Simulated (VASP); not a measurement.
# Si3AsF (P-6m2) in VASP: a series of runs

Si3AsF is run at these levels: PBE; tasks: single point, relaxation of cell and atoms.

All numbers are computed with VASP 6.6.1; they aren't measurements. Logs are shortened: lines on timing, memory, paths and dates and some standing lists are left out, and cuts for length are marked.

## Step 1: The cell of the first run

It takes space group P-6m2 (No. 187, hexagonal). The conventional cell has a = 4.136 Å, b = 4.136 Å, c = 4.964 Å, α = 90.00°, β = 90.00°, γ = 120.00°. Within 3.3 Å of Si (site symmetry 3m) lie 5 Si at 2.47 to 2.69 Å and 3 F at 2.69 Å and 3 As at 2.69 Å. Within 3.2 Å of Si (site symmetry -6m2) lie 3 F at 2.39 Å and 2 As at 2.48 Å and 6 Si at 2.69 Å. Within 3.3 Å of As (site symmetry -6m2) lie 8 Si at 2.48 to 2.69 Å. F (site symmetry -6m2) has 9 Si at 2.39 to 2.69 Å within 3.2 Å.

## Step 2: Single point, PBE

File INCAR:

```
PREC     = Accurate       # precision mode
ENCUT    = 520            # plane-wave cutoff, eV
EDIFF    = 1E-7           # SCF threshold, eV
ISMEAR   = 0              # smearing method
SIGMA    = 0.1            # smearing width, eV
LREAL    = False          # projectors in reciprocal space
LASPH    = True           # aspherical terms in the spheres
NELM     = 80             # most SCF steps
ALGO     = Normal         # electronic algorithm
ISIF     = 2              # what is computed and relaxed
LWAVE    = False          # write WAVECAR
LCHARG   = False          # write CHGCAR
GGA      = PE             # functional
NBANDS   = 20             # bands
```

File KPOINTS:

```
regular mesh
0
Gamma
  6 6 4
```

File POSCAR:

```
Si3AsF
1.0
    4.1360299500      0.0000000000      0.0000000000
   -2.0680149700      3.5819070000      0.0000000000
    0.0000000000      0.0000000000      4.9640688800
Si As F
3 1 1
Direct
    0.6666666700      0.3333333300      0.2489190000
    0.6666666700      0.3333333300      0.7510810000
    0.0000000000      0.0000000000      0.0000000000
    0.0000000000      0.0000000000      0.5000000000
    0.3333333300      0.6666666700      0.0000000000
```

Potentials or basis: VASP PAW PBE potentials, release 64 (Si, As, F).

The run is started by

```bash
> cat potpaw_PBE.64/Si/POTCAR potpaw_PBE.64/As/POTCAR potpaw_PBE.64/F/POTCAR > POTCAR
> mpirun -np 1 vasp_std > vasp.out
```

OUTCAR:

```text
PREC = Accurate
   ENCUT = 520
   EDIFF = 1E-7
   ISMEAR = 0
   LREAL = False
   LASPH = True
   NELM = 80
   ISIF = 2
   GGA = PE

 ion  position               nearest neighbor table
   1  0.667  0.333  0.249-   2 2.47   2 2.49   3 2.69   3 2.69   3 2.69   4 2.69   4 2.69   4 2.69

   2  0.667  0.333  0.751-   1 2.47   1 2.49   3 2.69   3 2.69   3 2.69   4 2.69   4 2.69   4 2.69

   3  0.000  0.000  0.000-   5 2.39   5 2.39   5 2.39   4 2.48   4 2.48   1 2.69   2 2.69   2 2.69
                             1 2.69   2 2.69   1 2.69
   4  0.000  0.000  0.500-   3 2.48   3 2.48   1 2.69   2 2.69   1 2.69   2 2.69   1 2.69   2 2.69

   5  0.333  0.667  0.000-   3 2.39   3 2.39   3 2.39

  LATTYP: Found a hexagonal cell.
 ALAT       =     4.1360299500
 C/A-ratio  =     1.2002013864

  Lattice vectors:

 A1 = (   4.1360299500,   0.0000000000,   0.0000000000)
 A2 = (  -2.0680149700,   3.5819070000,   0.0000000000)
 A3 = (   0.0000000000,   0.0000000000,   4.9640688800)

Analysis of symmetry for initial positions (statically):
=====================================================================
 Subroutine PRICEL returns:
 Original cell was already a primitive cell.

 Routine SETGRP: Setting up the symmetry group for a
 hexagonal supercell.

 Subroutine GETGRP returns: Found 12 space group operations
 (whereof 12 operations were pure point group operations)
 out of a pool of 24 trial point group operations.

The static configuration has the point symmetry D_3h.

Analysis of symmetry for dynamics (positions and initial velocities):
=====================================================================
 Subroutine PRICEL returns:
 Original cell was already a primitive cell.

 Routine SETGRP: Setting up the symmetry group for a
 hexagonal supercell.

 Subroutine GETGRP returns: Found 12 space group operations
 (whereof 12 operations were pure point group operations)
 out of a pool of 24 trial point group operations.

The dynamic configuration has the point symmetry D_3h.

 Subroutine INISYM returns: Found 12 space group operations
 (whereof 12 operations are pure point group operations),
 and found     1 'primitive' translations

----------------------------------------------------------------------------------------

                                     Primitive cell

  volume of cell :      73.5421

  direct lattice vectors                    reciprocal lattice vectors
     4.136029950  0.000000000  0.000000000     0.241777746  0.139590447  0.000000000
    -2.068014970  3.581907000  0.000000000     0.000000000  0.279180894  0.000000000
     0.000000000  0.000000000  4.964068880     0.000000000  0.000000000  0.201447648

  length of vectors
     4.136029950  4.136029941  4.964068880     0.279180894  0.279180894  0.201447648

  position of ions in fractional coordinates (direct lattice)
     0.666666670  0.333333330  0.248919000
     0.666666670  0.333333330  0.751081000
     0.000000000  0.000000000  0.000000000
     0.000000000  0.000000000  0.500000000
     0.333333330  0.666666670  0.000000000

  ion indices of the primitive-cell ions
   primitive index   ion index
                 1           1
                 2           2
                 3           3
                 4           4
                 5           5

----------------------------------------------------------------------------------------

 KPOINTS: regular mesh

Automatic generation of k-mesh.
 Grid dimensions read from file:
 generate k-points for:    6    6    4

 Generating k-lattice:

  Cartesian coordinates                     Fractional coordinates (reciprocal lattice)
     0.040296291  0.023265074  0.000000000     0.166666667 -0.000000000  0.000000000
     0.000000000  0.046530149  0.000000000     0.000000000  0.166666667  0.000000000
     0.000000000  0.000000000  0.050361912     0.000000000  0.000000000  0.250000000

  Length of vectors
     0.046530149  0.046530149  0.050361912

  Shift w.r.t. Gamma in fractional coordinates (k-lattice)
     0.000000000  0.000000000  0.000000000

 Subroutine IBZKPT returns following result:
 ===========================================

 Found     21 irreducible k-points:

 Following reciprocal coordinates:
            Coordinates               Weight
  0.000000  0.000000  0.000000      1.000000
  0.166667  0.000000  0.000000      6.000000
  0.333333  0.000000  0.000000      6.000000
  0.500000  0.000000  0.000000      3.000000
  0.166667  0.166667  0.000000      6.000000
  0.333333  0.166667  0.000000     12.000000
[... 13 lines left out ...]
  0.333333  0.166667  0.500000     12.000000
  0.333333  0.333333  0.500000      2.000000
   k-points           NKPTS =     21   k-points in BZ     NKDIM =     21   number of bands    NBANDS=     20
   number of dos      NEDOS =    301   number of ions     NIONS =      5
   total plane-waves  NPLWV =  40960
   dimension x,y,z NGX =    32 NGY =   32 NGZ =   40
   dimension x,y,z NGXF=    64 NGYF=   64 NGZF=   80
   ions per type =               3   1   1
   NGX,Y,Z   is equivalent  to a cutoff of  12.86, 12.86, 13.40 a.u.
   NGXF,Y,Z  is equivalent  to a cutoff of  25.72, 25.72, 26.79 a.u.
 SYSTEM =  unknown system
   PREC   = accura    normal or accurate (medium, high low for compatibility)
   ISTART =      0    job   : 0-new  1-cont  2-samecut
   ICHARG =      2    charge: 1-file 2-atom 10-const
   ISPIN  =      1    spin polarized calculation?
   LNONCOLLINEAR =      F non collinear calculations
   LSORBIT =      F    spin-orbit coupling
   LASPH  =      T    aspherical Exc in radial PAW
   ENCUT  =  520.0 eV  38.22 Ry    6.18 a.u.   7.69  7.69  9.23*2*pi/ulx,y,z
   NELM   =     80;   NELMIN=  2; NELMDL= -5     # of ELM steps
   EDIFF  = 0.1E-06   stopping-criterion for ELM
   LREAL  =      F    real-space projection
   EDIFFG = 0.1E-05   stopping-criterion for IOM
   NSW    =      0    number of steps for IOM
   IBRION =     -1    ionic relax: 0-MD 1-quasi-New 2-CG
   NFREE  =      0    steps in history (QN), initial steepest desc. (CG)
   ISIF   =      2    stress and relaxation
   ISYM   =      2    0-nonsym 1-usesym 2-fastsym
   POTIM  = 0.5000    time-step for ionic-motion
   TEBEG  =    0.0;   TEEND  =   0.0 temperature during run
   PSTRESS=    0.0 pullay stress
   NELECT =      24.0000    total number of electrons
   NUPDOWN=      -1.0000    fix difference up-down
   EMIN   =  10.00;   EMAX   =-10.00  energy-range for DOS
   EFERMI =   0.00;   METHOD = LEGACY
   ISMEAR =     0;   SIGMA  =   0.10  broadening in eV -4-tet -1-fermi 0-gaus
   EFERMI_NEDOS =   21; number of points for ismear=-14 and -15
   IALGO  =     38    algorithm
   IMIX   =      4    mixing-type and parameters
     AMIX     =   0.40;   BMIX     =  1.00
     AMIX_MAG =   1.60;   BMIX_MAG =  1.00
  volume/ion in A,a.u.               =      14.71        99.26
  Fermi-wavevector in a.u.,A,eV,Ry     =   1.127111  2.129931 17.284556  1.270379
  Thomas-Fermi vector in A             =   2.263796
   LORBIT       =      0    0 simple, 1 ext, 2 COOP (PROOUT), +10 PAW based schemes
   GGA     = PE    functional components
   LHFCALC =     F    Hartree Fock is set to
   AEXX    =    0.0000 exact exchange contribution
   IVDW    =     0    specifies the selected vdW correction
   LEPSILON=     F    determine dielectric tensor
   LRPA    =     F    only Hartree local field effects (RPA)
 non-spin polarized calculation
 Gauss-broadening in eV      SIGMA  =   0.10
  energy-cutoff  :      520.00
  volume of cell :       73.54
 maximum number of plane-waves:      2010
 NGX is ok and might be reduce to    32
   NGX = 15   NGY = 15   NGZ = 19

 number of electron      24.0000001 magnetization

 Free energy of the ion-electron system (eV)
  ---------------------------------------------------
  ext. energy  EPLUGINS =         0.00000000
  ---------------------------------------------------
  free energy    TOTEN  =       -21.97342813 eV

  energy without entropy =      -21.95914519  energy(sigma->0) =      -21.96628666

 E-fermi :   7.9164     XC(G=0): -10.7109

 val. band max:        7.8878626047   @ k =   0.3333   0.0000   0.5000
 cond. band min:       7.9520681333   @ k =   0.3333   0.1667   0.2500
 fundamental gap:      0.0642055286
 Fermi energy:         7.9164152488

 k-point     1 :       0.0000    0.0000    0.0000
  band No.  band energies     occupation
      1     -15.9057      2.00000
      2      -6.3510      2.00000
      3      -0.6558      2.00000
      4      -0.2785      2.00000
      5       1.7306      2.00000
      6       1.7306      2.00000
[... 12 lines left out ...]
     19      14.0865      0.00000
     20      14.0866      0.00000

 k-point     2 :       0.1667    0.0000    0.0000
  band No.  band energies     occupation
      1     -15.8886      2.00000
      2      -6.1728      2.00000
      3      -0.6046      2.00000
      4      -0.3881      2.00000
      5       0.8356      2.00000
      6       1.3931      2.00000
[... 12 lines left out ...]
     19      14.8756      0.00000
     20      15.0165      0.00000

 k-point     3 :       0.3333    0.0000    0.0000
  band No.  band energies     occupation
      1     -15.8545      2.00000
      2      -5.6997      2.00000
      3      -1.7924      2.00000
      4       0.1189      2.00000
      5       0.3797      2.00000
      6       0.9135      2.00000
[... 12 lines left out ...]
     19      16.1535      0.00000
     20      16.3896      0.00000

 k-point     4 :       0.5000    0.0000    0.0000
  band No.  band energies     occupation
      1     -15.8374      2.00000
      2      -5.3395      2.00000
      3      -2.5679      2.00000
      4       0.1063      2.00000
      5       0.7233      2.00000
      6       1.2301      2.00000
[... 360 lines left out ...]
 k-point    20 :       0.3333    0.1667    0.5000
  band No.  band energies     occupation
      1     -15.8353      2.00000
      2      -4.5924      2.00000
      3      -2.9558      2.00000
      4      -1.2171      2.00000
      5      -0.9528      2.00000
      6       1.8787      2.00000
[... 12 lines left out ...]
     19      13.9144      0.00000
     20      14.4341      0.00000

 k-point    21 :       0.3333    0.3333    0.5000
  band No.  band energies     occupation
      1     -15.8273      2.00000
      2      -4.3113      2.00000
      3      -2.3614      2.00000
      4      -2.0454      2.00000
      5      -1.5404      2.00000
      6       1.3141      2.00000
[... 12 lines left out ...]
     19      13.3619      0.00000
     20      13.7521      0.00000

------------------------ aborting loop because EDIFF is reached ----------------------------------------

  FORCE on cell =-STRESS in cart. coord.  units (eV):
  Direction    XX          YY          ZZ          XY          YZ          ZX
  --------------------------------------------------------------------------------------
  -------------------------------------------------------------------------------------
  Total        4.9443631      4.9443631      5.5239252      0.0000000      0.0000000      0.0000000
  in kB      107.7172253    107.7172248    120.3434867      0.0000002      0.0000000      0.0000000
  external PRESSURE =     111.9259789 kB  Pullay stress =       0.0000000 kB

 VOLUME and BASIS-vectors are now :
 -----------------------------------------------------------------------------
  energy-cutoff  :      520.00
  volume of cell :       73.54
      direct lattice vectors                 reciprocal lattice vectors
     4.136029950  0.000000000  0.000000000     0.241777746  0.139590447  0.000000000
    -2.068014970  3.581907000  0.000000000     0.000000000  0.279180894  0.000000000
     0.000000000  0.000000000  4.964068880     0.000000000  0.000000000  0.201447648

 POSITION                                       TOTAL-FORCE (eV/Angst)
 -----------------------------------------------------------------------------------
      2.06801      1.19397      1.23565         0.000000     -0.000000     -0.409126
      2.06801      1.19397      3.72842         0.000000     -0.000000      0.409126
      0.00000      0.00000      0.00000         0.000000      0.000000      0.000000
      0.00000      0.00000      2.48203         0.000000      0.000000      0.000000
     -0.00000      2.38794      0.00000        -0.000000      0.000000      0.000000
 -----------------------------------------------------------------------------------
    total drift:                                0.000038     -0.000022     -0.000000

  FREE ENERGIE OF THE ION-ELECTRON SYSTEM (eV)
  ---------------------------------------------------
  free  energy   TOTEN  =       -21.9734281290 eV

  energy  without entropy=      -21.9591451947  energy(sigma->0) =      -21.96628666
```

It took 14 s on 1 thread of Intel Xeon 6975P-C (Granite Rapids), shared host; peak memory 0.19 GiB.

What came out:

| Quantity | Value |
| --- | --- |
| Free energy | -21.9734 eV |
| Pressure | 11.2 GPa |
| Largest force | 0.409 eV/Å |
| Band gap on the k mesh | zero (band 12 reaches 9.28 eV, above the bottom of band 13 at 6.92 eV) |

Forces in eV/Å, atoms in the order of the input:
```
Si   0.000  0.000 -0.409
Si   0.000  0.000  0.409
Si   0.000  0.000  0.000
As   0.000  0.000  0.000
F    0.000  0.000  0.000
```

Levels at points of the mesh, in eV from the Fermi level:
```csv
k point,band 10,band 11,band 12,band 13,band 14,band 15
"(0.00, 0.00, 0.00)",-4.19,0.17,0.60,0.60,0.71,1.86
"(0.50, 0.00, 0.00)",-3.29,-3.03,-1.86,0.75,1.31,3.84
"(0.00, 0.00, 0.50)",-3.15,-2.35,-2.35,-0.58,-0.23,1.40
"(0.50, 0.00, 0.50)",-1.06,-0.85,0.39,0.52,1.27,2.48
```

(Part 1 of 2 ends here.)
